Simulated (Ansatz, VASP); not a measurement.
## Two plane-wave programs on YbN

```xyz
2
Lattice="0.0000 2.5812 2.5812 2.5812 0.0000 2.5812 2.5812 2.5812 0.0000" Properties=species:S:1:pos:R:3 pbc="T T T"
Yb    0.0000    0.0000    0.0000
N     1.2906    1.2906    1.2906
```

Alike in both runs: task single point; functional PBE; k mesh 8 × 8 × 8; occupations gaussian, width 0.05 eV; collinear spin; Hubbard terms Yb f U = 6.0 eV.

|  | VASP | Ansatz |
| --- | --- | --- |
| version | VASP 6.6.1 | Ansatz 0.2.0 |
| potentials or method | VASP PAW PBE potentials, release 64 (Yb, N), cutoff 520 eV | scalar-relativistic, plane waves, PAW |
| valence electrons in the cell | 29 | 29 |

Ansatz gave:

- pressure (GPa): 0.0
- traceless stress, the component that is largest in VASP (GPa): -0.13
- net moment per atom (μB): 0.50
- size of the moment on the site where the two differ most (μB): 0.98

Problem. Estimate VASP's values.

Solution. Pressure (GPa): 2.3; traceless stress, the component that is largest in VASP (GPa): 0.00; net moment per atom (μB): 0.50; size of the moment on the site where the two differ most (μB): 0.56.

Site moments also hang on the region over which each program counts them. The programs project onto different local orbitals, so the same U acts differently, and such runs can settle in different states. Ansatz's warnings: stability check not made.

Spin-orbit coupling is off throughout.
